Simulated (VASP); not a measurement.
**HfN: single point with PBEsol**

Crystal: HfN.

```
Hf N
1.0
     0.00000    2.45482    2.45482
     2.45482    0.00000    2.45482
     2.45482    2.45482    0.00000
Hf N
1 1
Direct
  0.00000 0.00000 0.00000
  0.25000 0.25000 0.25000
```

```yaml
Program: VASP 6.6.1
Task: single point
Functional: PBEsol
Potentials_or_basis: VASP PAW PBE potentials, release 64 (Hf_pv, N)
Cutoff: 520 eV
k_mesh: 9 × 9 × 9
Occupations: fermi-dirac, width 0.05 eV
Spin: no spin polarisation
Dipole_correction: no
Further_INCAR_settings: ALGO = Normal; EDIFF = 1e-06; NBANDS = 14
```

- Pressure: -5.9 GPa

Levels at points of the mesh, in eV from the Fermi level:
```tsv
k point	band 6	band 7	band 8	band 9	band 10	band 11
(0.00, 0.00, 0.00)	-5.44	-5.44	-0.71	2.22	2.22	6.60
```

It took 12 s on 1 thread of AMD EPYC 7R13 Processor (Zen 3) (shared host), peak memory 0.13 GiB.

Caveat: the PAW data sets were made with another functional, which shifts forces and pressure a little; spin-orbit coupling is left out, which moves the levels of the heavy elements.
